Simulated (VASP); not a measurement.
Input of a VASP 6.6.1 run:

Contents of INCAR:

```
SYSTEM = Cu
PREC = Accurate
ENCUT = 520
EDIFF = 1E-6
ISMEAR = 0
SIGMA = 0.1
LREAL = .FALSE.
LASPH = .TRUE.
NELM = 80
ALGO = Normal
ISIF = 2
LWAVE = .FALSE.
LCHARG = .FALSE.
LDIPOL = .TRUE.
IDIPOL = 3
DIPOL = 0.5 0.5 0.500
GGA = PE
IVDW = 12
IBRION = 2
NSW = 70
EDIFFG = -0.03
```

The input KPOINTS:

```
Automatic mesh
0
G
  12 12 1
  0 0 0
```

POSCAR

```
Cu
1.0
    2.5196842013      0.0000000000      0.0000000000
   -1.2598421007      2.1821105279      0.0000000000
    0.0000000000      0.0000000000     18.1146270708
Cu
3
Selective dynamics
Direct
    0.6666666667      0.3333333333      0.3864280491  F F F
    0.3333333333      0.6666666667      0.5000000000  T T T
    0.0000000000      0.0000000000      0.6135719509  T T T
```

Potentials or basis: VASP PAW PBE potentials, release 64 (Cu).

Launch:

```sh
$ cat potpaw_PBE.64/Cu/POTCAR > POTCAR
$ mpirun -np 1 vasp_std > vasp.out
```

(1) Estimate the band gap on the k mesh.

(2) What does it give for the dispersion energy per atom?

(3) What does it give for the energy gained by relaxing?

Answers

(1) zero (an odd number of electrons rules out a gap without spin polarisation).

(2) -0.394 eV.

(3) 0.4 meV/atom.
